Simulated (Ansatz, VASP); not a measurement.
# Two plane-wave programs on Co

```
Co
1.0
    -1.41914    1.41914    1.41914
     1.41914   -1.41914    1.41914
     1.41914    1.41914   -1.41914
Co
1
Direct
  0.00000 0.00000 0.00000
```

Alike in both runs: task single point; functional LDA; k mesh 18 × 18 × 18; occupations fermi-dirac, width 0.05 eV; collinear spin.

|  | VASP | Ansatz |
| --- | --- | --- |
| version | VASP 6.6.1 | Ansatz 0.2.0 |
| potentials or method | VASP PAW LDA potentials, release 64 (Co), cutoff 520 eV | plane waves (420 eV) with PAW, scalar-relativistic |
| valence electrons in the cell | 9 | 17 |

|  | VASP | Ansatz | Ansatz less VASP |
| --- | --- | --- | --- |
| pressure (GPa) | -23.3 | -22.8 | +0.53 |
| net moment per atom (μB) | 1.69 | 1.71 | +0.029 |
| size of the moment on the site where the two differ most (μB) | 1.69 | 1.76 | +0.067 |

Ansatz warns that its potentials were made for another functional, while VASP's fit it. LDA's correlation is that of Perdew and Zunger in VASP and of Perdew and Wang (1992) in Ansatz. Site moments also hang on the region over which each program counts them. VASP's potentials hold 9 valence electrons a cell and Ansatz's 17, so a difference there can come from the potentials and not from the codes.
